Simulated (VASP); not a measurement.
# ZnGe2N2 (P-3m1) in VASP: notebook

Runs on ZnGe2N2. Level: PBE. Tasks: single point.

Program: VASP 6.6.1. These are calculated values, not measurements. Logs are shortened: lines on timing, memory, paths and dates and some standing lists are left out, and cuts for length are marked.

**1. The cell of the first run**

Symmetry: P-3m1, No. 164, trigonal system. The conventional cell has a = 3.046 Å, b = 3.046 Å, c = 9.395 Å, α = 90.00°, β = 90.00°, γ = 120.00°. Zn (site symmetry -3m) has 6 Ge at 2.92 Å and 6 Zn at 3.05 Å and 6 N at 3.51 Å within 3.8 Å. Within 2.5 Å of Ge (site symmetry 3m) lie 3 N at 1.90 Å. N (site symmetry 3m) has 3 Ge at 1.90 Å within 2.5 Å.

**2. Single point, PBE**

INCAR reads:

```
PREC = Accurate ; ENCUT = 520
EDIFF = 1E-6 ; ISMEAR = 0
SIGMA = 0.1 ; LREAL = F
LASPH = T ; NELM = 100
ALGO = Normal ; ISIF = 2
LWAVE = F ; LCHARG = F
GGA = PE ; NBANDS = 33
```

KPOINTS reads:

```
Automatic mesh
0
Gamma
  6 6 4
```

POSCAR reads:

```
ZnGe2N2
1.0
    3.0464836461     -0.0000000022      0.0000000000
   -1.5232418211      2.6383322308      0.0000000000
    0.0000000000      0.0000000000      9.3949992302
Zn Ge N
1 2 2
Direct
    0.0000000000      0.0000000000      0.0000000000
    0.3333333333      0.6666666667      0.2478081140
    0.6666666667      0.3333333333      0.7521918860
    0.3333333333      0.6666666667      0.6762975080
    0.6666666667      0.3333333333      0.3237024920
```

Potentials or basis: VASP PAW PBE potentials, release 64 (Zn, Ge_d, N).

The run is started by

```
> cat potpaw_PBE.64/Zn/POTCAR potpaw_PBE.64/Ge_d/POTCAR potpaw_PBE.64/N/POTCAR > POTCAR
> mpirun -np 1 vasp_std > vasp.out
```

OUTCAR:

```text
PREC = Accurate
   ENCUT = 520
   EDIFF = 1E-6
   ISMEAR = 0
   LREAL = F
   LASPH = T
   NELM = 100
   ISIF = 2
   GGA = PE

 ion  position               nearest neighbor table
   1  0.000  0.000  0.000-   2 2.92   3 2.92   2 2.92   3 2.92   3 2.92   2 2.92
   2  0.333  0.667  0.248-   5 1.90   5 1.90   5 1.90   1 2.92   1 2.92   1 2.92
   3  0.667  0.333  0.752-   4 1.90   4 1.90   4 1.90   1 2.92   1 2.92   1 2.92
   4  0.333  0.667  0.676-   3 1.90   3 1.90   3 1.90
   5  0.667  0.333  0.324-   2 1.90   2 1.90   2 1.90

  LATTYP: Found a hexagonal cell.
 ALAT       =     3.0464836461
 C/A-ratio  =     3.0838830342

  Lattice vectors:

 A1 = (   3.0464836461,  -0.0000000022,   0.0000000000)
 A2 = (  -1.5232418211,   2.6383322308,   0.0000000000)
 A3 = (   0.0000000000,   0.0000000000,   9.3949992302)

Analysis of symmetry for initial positions (statically):
=====================================================================
 Subroutine PRICEL returns:
 Original cell was already a primitive cell.

 Routine SETGRP: Setting up the symmetry group for a
 hexagonal supercell.

 Subroutine GETGRP returns: Found 12 space group operations
 (whereof 12 operations were pure point group operations)
 out of a pool of 24 trial point group operations.

The static configuration has the point symmetry D_3d.

Analysis of symmetry for dynamics (positions and initial velocities):
=====================================================================
 Subroutine PRICEL returns:
 Original cell was already a primitive cell.

 Routine SETGRP: Setting up the symmetry group for a
 hexagonal supercell.

 Subroutine GETGRP returns: Found 12 space group operations
 (whereof 12 operations were pure point group operations)
 out of a pool of 24 trial point group operations.

The dynamic configuration has the point symmetry D_3d.

 Subroutine INISYM returns: Found 12 space group operations
 (whereof 12 operations are pure point group operations),
 and found     1 'primitive' translations

----------------------------------------------------------------------------------------

                                     Primitive cell

  volume of cell :      75.5136

  direct lattice vectors                    reciprocal lattice vectors
     3.046483646 -0.000000002  0.000000000     0.328247290  0.189513661  0.000000000
    -1.523241821  2.638332231  0.000000000     0.000000000  0.379027322  0.000000000
     0.000000000  0.000000000  9.394999230     0.000000000  0.000000000  0.106439604

  length of vectors
     3.046483646  3.046483646  9.394999230     0.379027322  0.379027322  0.106439604

  position of ions in fractional coordinates (direct lattice)
     0.000000000  0.000000000  0.000000000
     0.333333333  0.666666667  0.247808114
     0.666666667  0.333333333  0.752191886
     0.333333333  0.666666667  0.676297508
     0.666666667  0.333333333  0.323702492

  ion indices of the primitive-cell ions
   primitive index   ion index
                 1           1
                 2           2
                 3           3
                 4           4
                 5           5

----------------------------------------------------------------------------------------

 KPOINTS: Automatic mesh

Automatic generation of k-mesh.
 Grid dimensions read from file:
 generate k-points for:    6    6    4

 Generating k-lattice:

  Cartesian coordinates                     Fractional coordinates (reciprocal lattice)
     0.054707882  0.031585610  0.000000000     0.166666667 -0.000000000  0.000000000
     0.000000000  0.063171220  0.000000000     0.000000000  0.166666667  0.000000000
     0.000000000  0.000000000  0.026609901     0.000000000  0.000000000  0.250000000

  Length of vectors
     0.063171220  0.063171220  0.026609901

  Shift w.r.t. Gamma in fractional coordinates (k-lattice)
     0.000000000  0.000000000  0.000000000

 Subroutine IBZKPT returns following result:
 ===========================================

 Found     24 irreducible k-points:

 Following reciprocal coordinates:
            Coordinates               Weight
  0.000000  0.000000  0.000000      1.000000
  0.166667  0.000000  0.000000      6.000000
  0.333333  0.000000  0.000000      6.000000
  0.500000  0.000000  0.000000      3.000000
  0.166667  0.166667  0.000000      6.000000
  0.333333  0.166667  0.000000     12.000000
[... 16 lines left out ...]
  0.333333  0.166667  0.500000     12.000000
  0.333333  0.333333  0.500000      2.000000
   k-points           NKPTS =     24   k-points in BZ     NKDIM =     24   number of bands    NBANDS=     33
   number of dos      NEDOS =    301   number of ions     NIONS =      5
   total plane-waves  NPLWV =  40320
   dimension x,y,z NGX =    24 NGY =   24 NGZ =   70
   dimension x,y,z NGXF=    48 NGYF=   48 NGZF=  140
   ions per type =               1   2   2
   NGX,Y,Z   is equivalent  to a cutoff of  13.10, 13.10, 12.39 a.u.
   NGXF,Y,Z  is equivalent  to a cutoff of  26.19, 26.19, 24.77 a.u.
 SYSTEM =  unknown system
   PREC   = accura    normal or accurate (medium, high low for compatibility)
   ISTART =      0    job   : 0-new  1-cont  2-samecut
   ICHARG =      2    charge: 1-file 2-atom 10-const
   ISPIN  =      1    spin polarized calculation?
   LNONCOLLINEAR =      F non collinear calculations
   LSORBIT =      F    spin-orbit coupling
   LASPH  =      T    aspherical Exc in radial PAW
   ENCUT  =  520.0 eV  38.22 Ry    6.18 a.u.   5.66  5.66 17.47*2*pi/ulx,y,z
   NELM   =    100;   NELMIN=  2; NELMDL= -5     # of ELM steps
   EDIFF  = 0.1E-05   stopping-criterion for ELM
   LREAL  =      F    real-space projection
   EDIFFG = 0.1E-04   stopping-criterion for IOM
   NSW    =      0    number of steps for IOM
   IBRION =     -1    ionic relax: 0-MD 1-quasi-New 2-CG
   NFREE  =      0    steps in history (QN), initial steepest desc. (CG)
   ISIF   =      2    stress and relaxation
   ISYM   =      2    0-nonsym 1-usesym 2-fastsym
   POTIM  = 0.5000    time-step for ionic-motion
   TEBEG  =    0.0;   TEEND  =   0.0 temperature during run
   PSTRESS=    0.0 pullay stress
   NELECT =      50.0000    total number of electrons
   NUPDOWN=      -1.0000    fix difference up-down
   EMIN   =  10.00;   EMAX   =-10.00  energy-range for DOS
   EFERMI =   0.00;   METHOD = LEGACY
   ISMEAR =     0;   SIGMA  =   0.10  broadening in eV -4-tet -1-fermi 0-gaus
   EFERMI_NEDOS =   21; number of points for ismear=-14 and -15
   IALGO  =     38    algorithm
   IMIX   =      4    mixing-type and parameters
     AMIX     =   0.40;   BMIX     =  1.00
     AMIX_MAG =   1.60;   BMIX_MAG =  1.00
  volume/ion in A,a.u.               =      15.10       101.92
  Fermi-wavevector in a.u.,A,eV,Ry     =   1.426888  2.696427 27.701579  2.036009
  Thomas-Fermi vector in A             =   2.547116
   LORBIT       =      0    0 simple, 1 ext, 2 COOP (PROOUT), +10 PAW based schemes
   GGA     = PE    functional components
   LHFCALC =     F    Hartree Fock is set to
   AEXX    =    0.0000 exact exchange contribution
   IVDW    =     0    specifies the selected vdW correction
   LEPSILON=     F    determine dielectric tensor
   LRPA    =     F    only Hartree local field effects (RPA)
 non-spin polarized calculation
 Gauss-broadening in eV      SIGMA  =   0.10
  energy-cutoff  :      520.00
  volume of cell :       75.51
 maximum number of plane-waves:      2051
 NGX is ok and might be reduce to    24
   NGX = 11   NGY = 11   NGZ = 35

 number of electron      50.0000038 magnetization

 Free energy of the ion-electron system (eV)
  ---------------------------------------------------
  ext. energy  EPLUGINS =         0.00000000
  ---------------------------------------------------
  free energy    TOTEN  =       -25.29716382 eV

  energy without entropy =      -25.29009051  energy(sigma->0) =      -25.29362716

 E-fermi :   4.0534     XC(G=0): -10.4581

 val. band max:        4.0035317742   @ k =   0.1667   0.0000   0.0000
 cond. band min:       4.0938687937   @ k =   0.1667   0.1667   0.0000
 fundamental gap:      0.0903370196
 Fermi energy:         4.0533875644

 k-point     1 :       0.0000    0.0000    0.0000
  band No.  band energies     occupation
      1     -20.8415      2.00000
      2     -20.8415      2.00000
      3     -20.8415      2.00000
      4     -20.8415      2.00000
      5     -20.8344      2.00000
      6     -20.8341      2.00000
[... 25 lines left out ...]
     32      11.7157      0.00000
     33      12.7674      0.00000

 k-point     2 :       0.1667    0.0000    0.0000
  band No.  band energies     occupation
      1     -20.8760      2.00000
      2     -20.8759      2.00000
      3     -20.8202      2.00000
      4     -20.8202      2.00000
      5     -20.7980      2.00000
      6     -20.7977      2.00000
[... 25 lines left out ...]
     32      12.2760      0.00000
     33      12.6250      0.00000

 k-point     3 :       0.3333    0.0000    0.0000
  band No.  band energies     occupation
      1     -20.9209      2.00000
      2     -20.9207      2.00000
      3     -20.7880      2.00000
      4     -20.7880      2.00000
      5     -20.7747      2.00000
      6     -20.7744      2.00000
[... 25 lines left out ...]
     32      12.3710      0.00000
     33      12.8167      0.00000

 k-point     4 :       0.5000    0.0000    0.0000
  band No.  band energies     occupation
      1     -20.9424      2.00000
      2     -20.9422      2.00000
      3     -20.7825      2.00000
      4     -20.7822      2.00000
      5     -20.7800      2.00000
      6     -20.7800      2.00000
[... 673 lines left out ...]
     32      11.2150      0.00000
     33      12.6475      0.00000

 k-point    23 :       0.3333    0.1667    0.5000
  band No.  band energies     occupation
      1     -20.9214      2.00000
      2     -20.9213      2.00000
      3     -20.7925      2.00000
      4     -20.7924      2.00000
      5     -20.7686      2.00000
      6     -20.7684      2.00000
[... 25 lines left out ...]
     32      11.8409      0.00000
     33      12.4474      0.00000

 k-point    24 :       0.3333    0.3333    0.5000
  band No.  band energies     occupation
      1     -20.9093      2.00000
      2     -20.9093      2.00000
      3     -20.8008      2.00000
      4     -20.8004      2.00000
      5     -20.7432      2.00000
      6     -20.7432      2.00000
[... 25 lines left out ...]
     32      11.8797      0.00000
     33      12.5733      0.00000

------------------------ aborting loop because EDIFF is reached ----------------------------------------

  FORCE on cell =-STRESS in cart. coord.  units (eV):
  Direction    XX          YY          ZZ          XY          YZ          ZX
  --------------------------------------------------------------------------------------
  -------------------------------------------------------------------------------------
  Total       -0.0947505     -0.0947505      0.0001252     -0.0000000     -0.0000000     -0.0000000
  in kB       -2.0103278     -2.0103278      0.0026573     -0.0000000     -0.0000000     -0.0000000
  external PRESSURE =      -1.3393328 kB  Pullay stress =       0.0000000 kB

 VOLUME and BASIS-vectors are now :
 -----------------------------------------------------------------------------
  energy-cutoff  :      520.00
  volume of cell :       75.51
      direct lattice vectors                 reciprocal lattice vectors
     3.046483646 -0.000000002  0.000000000     0.328247290  0.189513661  0.000000000
    -1.523241821  2.638332231  0.000000000     0.000000000  0.379027322  0.000000000
     0.000000000  0.000000000  9.394999230     0.000000000  0.000000000  0.106439604

 POSITION                                       TOTAL-FORCE (eV/Angst)
 -----------------------------------------------------------------------------------
      0.00000      0.00000      0.00000         0.000000     -0.000000     -0.000000
      0.00000      1.75889      2.32816        -0.000000     -0.000000      0.028698
      1.52324      0.87944      7.06684         0.000000      0.000000     -0.028698
      0.00000      1.75889      6.35381         0.000000      0.000000      0.021167
      1.52324      0.87944      3.04118        -0.000000     -0.000000     -0.021167
 -----------------------------------------------------------------------------------
    total drift:                                0.000000      0.000000      0.000000

  FREE ENERGIE OF THE ION-ELECTRON SYSTEM (eV)
  ---------------------------------------------------
  free  energy   TOTEN  =       -25.2971638170 eV

  energy  without entropy=      -25.2900905122  energy(sigma->0) =      -25.29362716
```

Wall time 24 s (1 thread of Intel Xeon 6975P-C (Granite Rapids), shared host); peak memory 0.22 GiB.

Results:

- Free energy: -25.2972 eV
- Pressure: -0.1 GPa
- Largest force: 0.029 eV/Å
- Band gap on the k mesh: zero (band 25 reaches 4.09 eV, above the bottom of band 26 at 3.61 eV)

Forces in eV/Å, atoms in the order of the input:
```
Zn   0.000  0.000  0.000
Ge   0.000  0.000  0.029
Ge   0.000  0.000 -0.029
N    0.000  0.000  0.021
N    0.000  0.000 -0.021
```

Stress tensor (GPa, compression positive):
```
-0.20  0.00  0.00
 0.00 -0.20  0.00
 0.00  0.00  0.00
```

Levels at points of the mesh, in eV from the Fermi level:
| k point | band 23 | band 24 | band 25 | band 26 | band 27 | band 28 |
| --- | --- | --- | --- | --- | --- | --- |
| (0.00, 0.00, 0.00) | -2.22 | -2.22 | -0.32 | 0.91 | 3.13 | 6.05 |
| (0.50, 0.00, 0.00) | -3.07 | -2.19 | -1.59 | 0.77 | 0.90 | 3.05 |
| (0.00, 0.00, 0.50) | -2.22 | -2.22 | -1.17 | 1.39 | 3.14 | 5.92 |
| (0.50, 0.00, 0.50) | -3.22 | -2.21 | -1.72 | 0.97 | 0.99 | 2.98 |

Caveat: the k points lie up to 0.40 Å⁻¹ apart.

**3. Single point, PBE**

This run uses another cell than the first one, of 18.10 Å³/atom, 1.199 times its volume.

INCAR reads:

```
SYSTEM = ZnGe2N2
  ALGO = Normal
  EDIFF = 1E-7
  ENCUT = 520
  GGA = PE
  ISIF = 2
  ISMEAR = 0
  LASPH = .True.
  LCHARG = .True.
  LELF = .True.
  LREAL = .False.
  LVHAR = .True.
  LWAVE = .False.
  NBANDS = 33
  NELM = 60
  PREC = Accurate
  SIGMA = 0.1
```

KPOINTS reads:

```
k-points
0
Gamma
  6 6 4
  0 0 0
```

POSCAR reads:

```
ZnGe2N2
1.0
    3.9979020700      0.0000000000      0.0000000000
   -1.9989510300      3.4622847500      0.0000000000
    0.0000000000      0.0000000000      6.5396465100
Zn Ge N
1 2 2
Direct
    0.0000000000      0.0000000000      0.0000000000
    0.3333333300      0.6666666700      0.2436649900
    0.6666666700      0.3333333300      0.7563350100
    0.3333333300      0.6666666700      0.6347020300
    0.6666666700      0.3333333300      0.3652979700
```

Potentials or basis: VASP PAW PBE potentials, release 64 (Zn, Ge_d, N).

The run is started by

```
> cat potpaw_PBE.64/Zn/POTCAR potpaw_PBE.64/Ge_d/POTCAR potpaw_PBE.64/N/POTCAR > POTCAR
> mpirun -np 1 vasp_std > vasp.out
```

Run time: 36 s. Hardware: 1 thread of Intel Xeon 6975P-C (Granite Rapids), shared host; peak memory 0.23 GiB.

It converged, with:

```yaml
Free_energy: -20.4398 eV
Pressure: -16.2 GPa
Largest_force: 2.810 eV/Å
Band_gap_on_the_k_mesh: zero (band 25 reaches 2.89 eV, above the bottom of band 26 at 2.25 eV)
```

Forces in eV/Å, atoms in the order of the input:
```
Zn   0.000  0.000  0.000
Ge   0.000  0.000  2.810
Ge   0.000  0.000 -2.810
N    0.000  0.000  0.263
N    0.000  0.000 -0.263
```

Stress tensor (GPa, compression positive):
```
-17.32   0.00   0.00
  0.00 -17.32   0.00
  0.00   0.00 -14.10
```

Levels at points of the mesh, in eV from the Fermi level:
```csv
k point,band 21,band 22,band 23,band 24,band 25,band 26,band 27,band 28,band 29,band 30
"(0.00, 0.00, 0.00)",-2.01,-2.01,-0.97,-0.97,0.34,0.52,2.42,2.42,3.13,3.72
"(0.50, 0.00, 0.00)",-3.77,-3.02,-1.46,-1.31,-0.02,0.10,1.16,2.24,3.09,4.54
"(0.00, 0.00, 0.50)",-2.00,-1.98,-1.98,-1.01,-1.01,1.34,2.79,2.79,3.09,3.09
"(0.50, 0.00, 0.50)",-2.82,-2.75,-1.99,-1.90,-1.43,0.16,1.65,2.39,2.44,4.48
```

Caveat: forces of over 1 eV/Å act on the atoms, so gaps and moduli don't describe the material at rest.

(Part 1 of 2 ends here.)
